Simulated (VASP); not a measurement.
# PbSe (Immm) in VASP: a series of runs, part 2 of 2

VASP 6.6.1.

## 3. Single point, PBE+D3(BJ)

This run uses another cell than the first one, of 30.44 Å³/atom.

Input file INCAR:

```
SYSTEM = PbSe
PREC = Accurate ; ENCUT = 520
EDIFF = 1E-7 ; ISMEAR = 0
SIGMA = 0.03 ; LREAL = .FALSE.
LASPH = .TRUE. ; NELM = 80
ALGO = Normal ; ISIF = 2
LWAVE = .FALSE. ; LCHARG = .FALSE.
GGA = PE ; IVDW = 12
NBANDS = 17
```

Input file KPOINTS:

```
regular mesh
0
G
  10 10 10
  0 0 0
```

Input file POSCAR:

```
PbSe
1.0
   -0.0843449018      3.1514322392      3.0670873374
    3.1514322392     -0.0843449018      3.0670873374
    3.0670873374      3.0670873374      0.0000000000
Pb Se
1 1
Direct
    0.0000000000      0.0000000000      0.0000000000
    0.5000000000      0.5000000000      0.5000000000
```

Potentials or basis: VASP PAW PBE potentials, release 64 (Pb_d, Se).

Command:

```sh
$ cat potpaw_PBE.64/Pb_d/POTCAR potpaw_PBE.64/Se/POTCAR > POTCAR
$ mpirun -np 1 vasp_std > vasp.out
```

OUTCAR:

```text
SYSTEM = PbSe
   PREC = Accurate
   ENCUT = 520
   EDIFF = 1E-7
   ISMEAR = 0
   LREAL = .FALSE.
   LASPH = .TRUE.
   NELM = 80
   ISIF = 2
   GGA = PE
   IVDW = 12
 IVDW          = 12

 ion  position               nearest neighbor table
   1  0.000  0.000  0.000-   2 3.07   2 3.07   2 3.15   2 3.15   2 3.15   2 3.15
   2  0.500  0.500  0.500-   1 3.07   1 3.07   1 3.15   1 3.15   1 3.15   1 3.15

  LATTYP: Found a body centered orthorhombic cell.
 ALAT       =     4.3375165095
 B/A-ratio  =     1.0550000000
 C/A-ratio  =     1.4142135624

  Lattice vectors:

 A1 = (   0.0843449018,  -3.1514322392,  -3.0670873374)
 A2 = (  -0.0843449018,   3.1514322392,  -3.0670873374)
 A3 = (   3.1514322392,  -0.0843449018,   3.0670873374)

Analysis of symmetry for initial positions (statically):
=====================================================================
 Subroutine PRICEL returns:
 Original cell was already a primitive cell.

 Routine SETGRP: Setting up the symmetry group for a
 body centered orthorhombic supercell.

 Subroutine GETGRP returns: Found  8 space group operations
 (whereof  8 operations were pure point group operations)
 out of a pool of  8 trial point group operations.

The static configuration has the point symmetry D_2h.

Analysis of symmetry for dynamics (positions and initial velocities):
=====================================================================
 Subroutine PRICEL returns:
 Original cell was already a primitive cell.

 Routine SETGRP: Setting up the symmetry group for a
 body centered orthorhombic supercell.

 Subroutine GETGRP returns: Found  8 space group operations
 (whereof  8 operations were pure point group operations)
 out of a pool of  8 trial point group operations.

The dynamic configuration has the point symmetry D_2h.

 Subroutine INISYM returns: Found  8 space group operations
 (whereof  8 operations are pure point group operations),
 and found     1 'primitive' translations

----------------------------------------------------------------------------------------

                                     Primitive cell

  volume of cell :      60.8781

  direct lattice vectors                    reciprocal lattice vectors
    -0.084344902  3.151432239  3.067087337    -0.154522385  0.154522385  0.163021116
     3.151432239 -0.084344902  3.067087337     0.154522385 -0.154522385  0.163021116
     3.067087337  3.067087337  0.000000000     0.163021116  0.163021116 -0.163021116

  length of vectors
     4.398370602  4.398370602  4.337516510     0.272635689  0.272635689  0.282360855

  position of ions in fractional coordinates (direct lattice)
     0.000000000  0.000000000  0.000000000
     0.500000000  0.500000000  0.500000000

  ion indices of the primitive-cell ions
   primitive index   ion index
                 1           1
                 2           2

----------------------------------------------------------------------------------------

 KPOINTS: regular mesh

Automatic generation of k-mesh.
 Grid dimensions read from file:
 generate k-points for:   10   10   10

 Generating k-lattice:

  Cartesian coordinates                     Fractional coordinates (reciprocal lattice)
    -0.015452238  0.015452238  0.016302112     0.100000000  0.000000000  0.000000000
     0.015452238 -0.015452238  0.016302112     0.000000000  0.100000000  0.000000000
     0.016302112  0.016302112 -0.016302112     0.000000000  0.000000000  0.100000000

  Length of vectors
     0.027263569  0.027263569  0.028236086

  Shift w.r.t. Gamma in fractional coordinates (k-lattice)
     0.000000000  0.000000000  0.000000000

 Subroutine IBZKPT returns following result:
 ===========================================

 Found    171 irreducible k-points:

 Following reciprocal coordinates:
            Coordinates               Weight
  0.000000  0.000000  0.000000      1.000000
  0.100000  0.000000  0.000000      4.000000
  0.200000  0.000000  0.000000      4.000000
  0.300000  0.000000  0.000000      4.000000
  0.400000  0.000000  0.000000      4.000000
  0.500000  0.000000  0.000000      2.000000
[... 16 lines left out ...]
  0.300000  0.300000  0.000000      2.000000
  0.400000  0.300000  0.000000      4.000000
 [... further k-points ...]
   k-points           NKPTS =    171   k-points in BZ     NKDIM =    171   number of bands    NBANDS=     17
   number of dos      NEDOS =    301   number of ions     NIONS =      2
   total plane-waves  NPLWV =  41472
   dimension x,y,z NGX =    36 NGY =   36 NGZ =   32
   dimension x,y,z NGXF=    72 NGYF=   72 NGZF=   64
   ions per type =               1   1
   NGX,Y,Z   is equivalent  to a cutoff of  13.61, 13.61, 12.26 a.u.
   NGXF,Y,Z  is equivalent  to a cutoff of  27.21, 27.21, 24.53 a.u.
 SYSTEM =  PbSe
   PREC   = accura    normal or accurate (medium, high low for compatibility)
   ISTART =      0    job   : 0-new  1-cont  2-samecut
   ICHARG =      2    charge: 1-file 2-atom 10-const
   ISPIN  =      1    spin polarized calculation?
   LNONCOLLINEAR =      F non collinear calculations
   LSORBIT =      F    spin-orbit coupling
   LASPH  =      T    aspherical Exc in radial PAW
   ENCUT  =  520.0 eV  38.22 Ry    6.18 a.u.   8.18  8.18  8.06*2*pi/ulx,y,z
   NELM   =     80;   NELMIN=  2; NELMDL= -5     # of ELM steps
   EDIFF  = 0.1E-06   stopping-criterion for ELM
   LREAL  =      F    real-space projection
   EDIFFG = 0.1E-05   stopping-criterion for IOM
   NSW    =      0    number of steps for IOM
   IBRION =     -1    ionic relax: 0-MD 1-quasi-New 2-CG
   NFREE  =      0    steps in history (QN), initial steepest desc. (CG)
   ISIF   =      2    stress and relaxation
   ISYM   =      2    0-nonsym 1-usesym 2-fastsym
   POTIM  = 0.5000    time-step for ionic-motion
   TEBEG  =    0.0;   TEEND  =   0.0 temperature during run
   PSTRESS=    0.0 pullay stress
   NELECT =      20.0000    total number of electrons
   NUPDOWN=      -1.0000    fix difference up-down
   EMIN   =  10.00;   EMAX   =-10.00  energy-range for DOS
   EFERMI =   0.00;   METHOD = LEGACY
   ISMEAR =     0;   SIGMA  =   0.03  broadening in eV -4-tet -1-fermi 0-gaus
   EFERMI_NEDOS =   21; number of points for ismear=-14 and -15
   IALGO  =     38    algorithm
   IMIX   =      4    mixing-type and parameters
     AMIX     =   0.40;   BMIX     =  1.00
     AMIX_MAG =   1.60;   BMIX_MAG =  1.00
  volume/ion in A,a.u.               =      30.44       205.41
  Fermi-wavevector in a.u.,A,eV,Ry     =   1.129617  2.134667 17.361503  1.276034
  Thomas-Fermi vector in A             =   2.266311
   LORBIT       =      0    0 simple, 1 ext, 2 COOP (PROOUT), +10 PAW based schemes
   GGA     = PE    functional components
   LHFCALC =     F    Hartree Fock is set to
   AEXX    =    0.0000 exact exchange contribution
   IVDW    =    12    specifies the selected vdW correction
   LEPSILON=     F    determine dielectric tensor
   LRPA    =     F    only Hartree local field effects (RPA)
 non-spin polarized calculation
 Gauss-broadening in eV      SIGMA  =   0.03
  energy-cutoff  :      520.00
  volume of cell :       60.88
 maximum number of plane-waves:      1661
 NGX is ok and might be reduce to    36
   NGX = 17   NGY = 17   NGZ = 17

 number of electron      19.9999996 magnetization

 Free energy of the ion-electron system (eV)
  ---------------------------------------------------
  ext. energy  EPLUGINS =         0.00000000
  ---------------------------------------------------
  free energy    TOTEN  =        -8.17848291 eV

  energy without entropy =       -8.17848291  energy(sigma->0) =       -8.17848291

 E-fermi :   4.5187     XC(G=0):  -9.2569

 val. band max:        4.4040332081   @ k =   0.5000   0.0000   0.0000
 cond. band min:       4.6315231369   @ k =   0.0000   0.0000   0.5000
 fundamental gap:      0.2274899287
 Fermi energy:         4.5186870045

 k-point     1 :       0.0000    0.0000    0.0000
  band No.  band energies     occupation
      1     -12.4184      2.00000
      2     -12.4075      2.00000
      3     -12.4050      2.00000
      4     -12.3987      2.00000
      5     -12.3866      2.00000
      6      -8.7534      2.00000
[... 9 lines left out ...]
     16      11.2834      0.00000
     17      12.3047      0.00000
[... 441 lines left out ...]
 k-point    24 :       0.4000    0.3000    0.0000
  band No.  band energies     occupation
      1     -12.4581      2.00000
      2     -12.4217      2.00000
      3     -12.3967      2.00000
      4     -12.3777      2.00000
      5     -12.3687      2.00000
      6      -7.7725      2.00000
[... 9 lines left out ...]
     16      14.9092      0.00000
     17      15.7073      0.00000

 [... further k-points ...]

------------------------ aborting loop because EDIFF is reached ----------------------------------------

 Edisp (eV)   -0.69331

 E8    (eV) :    -0.3238

  FORCE on cell =-STRESS in cart. coord.  units (eV):
  Direction    XX          YY          ZZ          XY          YZ          ZX
  --------------------------------------------------------------------------------------
  -------------------------------------------------------------------------------------
  Total      -1.21707    -1.21707    -0.18895     0.34222    -0.00000     0.00000
  in kB     -32.03050   -32.03050    -4.97272     9.00645    -0.00000     0.00000
  external pressure =      -23.01 kB  Pullay stress =        0.00 kB

 VOLUME and BASIS-vectors are now :
 -----------------------------------------------------------------------------
  energy-cutoff  :      520.00
  volume of cell :       60.88
      direct lattice vectors                 reciprocal lattice vectors
    -0.084344902  3.151432239  3.067087337    -0.154522385  0.154522385  0.163021116
     3.151432239 -0.084344902  3.067087337     0.154522385 -0.154522385  0.163021116
     3.067087337  3.067087337  0.000000000     0.163021116  0.163021116 -0.163021116

 POSITION                                       TOTAL-FORCE (eV/Angst)
 -----------------------------------------------------------------------------------
      0.00000      0.00000      0.00000         0.000000      0.000000     -0.000000
      3.06709      3.06709      3.06709         0.000000     -0.000000      0.000000
 -----------------------------------------------------------------------------------
    total drift:                                0.000000      0.000000      0.000000

  FREE ENERGIE OF THE ION-ELECTRON SYSTEM (eV)
  ---------------------------------------------------
  free  energy   TOTEN  =        -8.8717893759 eV

  energy  without entropy=       -8.8717893759  energy(sigma->0) =       -8.87178938
```

OSZICAR:

```text
N       E                     dE             d eps       ncg     rms          rms(c)
DAV:   1     0.157879337677E+03    0.15788E+03   -0.95134E+03  5838   0.118E+03
DAV:   2     0.338055845162E+01   -0.15450E+03   -0.14906E+03  6224   0.304E+02
DAV:   3    -0.822422269061E+01   -0.11605E+02   -0.11517E+02  7380   0.892E+01
DAV:   4    -0.850577378791E+01   -0.28155E+00   -0.28133E+00  7385   0.157E+01
DAV:   5    -0.851532924788E+01   -0.95555E-02   -0.95549E-02  8386   0.280E+00    0.271E+00
DAV:   6    -0.817951795845E+01    0.33581E+00   -0.86063E-01  8806   0.594E+00    0.146E+00
DAV:   7    -0.817525167218E+01    0.42663E-02   -0.13021E-01  6977   0.168E+00    0.835E-01
DAV:   8    -0.817899081286E+01   -0.37391E-02   -0.15249E-02  6968   0.129E+00    0.193E-01
DAV:   9    -0.817837620661E+01    0.61461E-03   -0.32803E-03  8967   0.508E-01    0.636E-02
DAV:  10    -0.817847429330E+01   -0.98087E-04   -0.26006E-04  6610   0.943E-02    0.226E-02
DAV:  11    -0.817848281237E+01   -0.85191E-05   -0.56802E-05  7652   0.757E-02    0.834E-03
DAV:  12    -0.817848287511E+01   -0.62742E-07   -0.29751E-06  7426   0.118E-02    0.189E-03
DAV:  13    -0.817848291166E+01   -0.36542E-07   -0.19534E-07  7210   0.361E-03
   1 F= -.88717894E+01 E0= -.88717894E+01  d E =-.396628E-10
```

Wall time 76 s (1 thread of AMD EPYC 9R45 (Zen 5), shared host); peak memory 0.3 GiB.

Results:

* Free energy: -8.8718 eV
* Pressure: -2.3 GPa
* Band gap on the k mesh: 0.23 eV (least direct gap 0.39 eV)
* Dispersion energy per atom: -0.347 eV

Caveat: spin-orbit coupling is left out, which moves the levels of the heavy elements.

The gap in the log of VASP goes by the Fermi energy; the results here count the filled bands.